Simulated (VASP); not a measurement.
Wanted: the native input for a VASP 6.6.1 run.

* Task: single point
* Functional: LDA
* Potentials or basis: VASP PAW LDA potentials, release 64 (Ir_sv_GW)
* Cutoff: 560 eV
* k mesh: 22 × 22 × 22
* Occupations: gaussian, width 0.15 eV
* Spin: no spin polarisation
* Dipole correction: no
* Further INCAR settings: ALGO = Normal; EDIFF = 1e-06; NBANDS = 14

The structure of Ir lies in POSCAR:

```
Ir
1.0
    0.0000000000      2.0930440188      1.5369222230
    2.0930440188      0.0000000000      1.5369222230
    2.0930440188      2.0930440188      0.0000000000
Ir
1
Direct
    0.0000000000      0.0000000000      0.0000000000
```

One way to write it, as run:

INCAR

```
SYSTEM = Ir
  ALGO = Normal
  EDIFF = 1E-6
  ENCUT = 560
  GGA = CA
  GGA_COMPAT = .FALSE.
  ISIF = 2
  ISMEAR = 0
  LASPH = .TRUE.
  LCHARG = .FALSE.
  LREAL = .FALSE.
  LWAVE = .FALSE.
  NBANDS = 14
  NELM = 120
  PREC = Accurate
  SIGMA = 0.15
```

KPOINTS

```
k-points
0
G
  22 22 22
  0 0 0
```

Potentials or basis: VASP PAW LDA potentials, release 64 (Ir_sv_GW).

Command:

```bash
$ cat potpaw_LDA.64/Ir_sv_GW/POTCAR > POTCAR
$ mpirun -np 1 vasp_std > vasp.out
```

Results of the run:

| Item | Value |
| --- | --- |
| Pressure | 24.8 GPa |
| Band gap on the k mesh | zero (an odd number of electrons rules out a gap without spin polarisation) |

Caveat: the stress differs along the axes, from 15 to 44 GPa; spin-orbit coupling is left out, which moves the levels of the heavy elements.

Wall time 57 s on 1 thread of Intel(R) Xeon(R) 6975P-C (Granite Rapids), on a shared host, peak memory 0.28 GiB.
